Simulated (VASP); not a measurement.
Wanted: the native input for a VASP 6.6.1 run.

```
Task                   : relaxation of cell and atoms
Functional             : r2SCAN
Potentials or basis    : VASP PAW PBE potentials, release 64 (Pb_d)
Cutoff                 : 600 eV
k mesh                 : 8 × 8 × 8
Occupations            : fermi-dirac, width 0.1 eV
Spin                   : no spin polarisation
Dipole correction      : no
Further INCAR settings : ALGO = Normal; EDIFF = 1e-06; IBRION = 2; EDIFFG = -0.01; NSW = 80; ISIF = 3
```

Crystal: Pb.

```
Pb
1.0
     0.00000    3.44673    3.44673
     3.44673    0.00000    3.44673
     3.44673    3.44673    0.00000
Pb
2
Direct
  0.12500 0.12500 0.12500
  0.87500 0.87500 0.87500
```

This isn't the form of Pb at room conditions, which is fcc.

These files were run (other wordings do the same):

POSCAR

```
Pb
1.0
    0.0000000000      3.4467278281      3.4467278281
    3.4467278281      0.0000000000      3.4467278281
    3.4467278281      3.4467278281      0.0000000000
Pb
2
Direct
    0.1250000000      0.1250000000      0.1250000000
    0.8750000000      0.8750000000      0.8750000000
```

INCAR.step1

```
ALGO     = Normal         # electronic algorithm
EDIFF    = 1E-4           # SCF threshold, eV
ENCUT    = 600            # plane-wave cutoff, eV
GGA      = PE             # functional
ISMEAR   = -1             # smearing method
LASPH    = T              # aspherical terms in the spheres
LCHARG   = F              # write CHGCAR
LREAL    = F              # projectors in reciprocal space
LWAVE    = T              # write WAVECAR
NELM     = 100            # most SCF steps
PREC     = Accurate       # precision mode
SIGMA    = 0.1            # smearing width, eV
```

INCAR.step2

```
ALGO     = Normal         # electronic algorithm
EDIFF    = 1E-6           # SCF threshold, eV
EDIFFG   = -0.01          # ionic threshold
ENCUT    = 600            # plane-wave cutoff, eV
IBRION   = 2              # ionic algorithm
ISIF     = 3              # what is computed and relaxed
ISMEAR   = -1             # smearing method
ISTART   = 1            
LASPH    = T              # aspherical terms in the spheres
LCHARG   = F              # write CHGCAR
LMIXTAU  = T            
LREAL    = F              # projectors in reciprocal space
LWAVE    = F              # write WAVECAR
METAGGA  = R2SCAN         # meta-GGA
NELM     = 100            # most SCF steps
NSW      = 80             # ionic steps
PREC     = Accurate       # precision mode
SIGMA    = 0.1            # smearing width, eV
```

KPOINTS

```
k-points
0
Gamma
  8 8 8
```

Potentials or basis: VASP PAW PBE potentials, release 64 (Pb_d).

Command:

```console
$ cat potpaw_PBE.64/Pb_d/POTCAR > POTCAR
$ cp INCAR.step1 INCAR
$ mpirun -np 1 vasp_std > vasp.out
$ cp INCAR.step2 INCAR
$ mpirun -np 1 vasp_std > vasp.out
```

It gave:

```yaml
Relaxed_volume: 42.04 Å³/atom
Relaxed_cell: a = 4.917 Å, b = 4.917 Å, c = 4.917 Å, α = 60.00°, β = 60.00°, γ = 60.00°
Space_group_after_relaxing_to_0.1_Å: Fd-3m (No. 227)
Energy_gained_by_relaxing: 2.8 meV/atom
Ionic_steps: 3
Pressure_after_relaxing: 0.0 GPa
Band_gap_on_the_k_mesh: zero (bands 14 and 15 overlap by 1.15 eV)
```

Caveat: the PAW data sets were made with another functional, which shifts forces and pressure a little; spin-orbit coupling is left out, which moves the levels of the heavy elements.

It took 12 min on 1 thread of Intel Xeon 8259CL, on a shared host, peak memory 0.29 GiB.
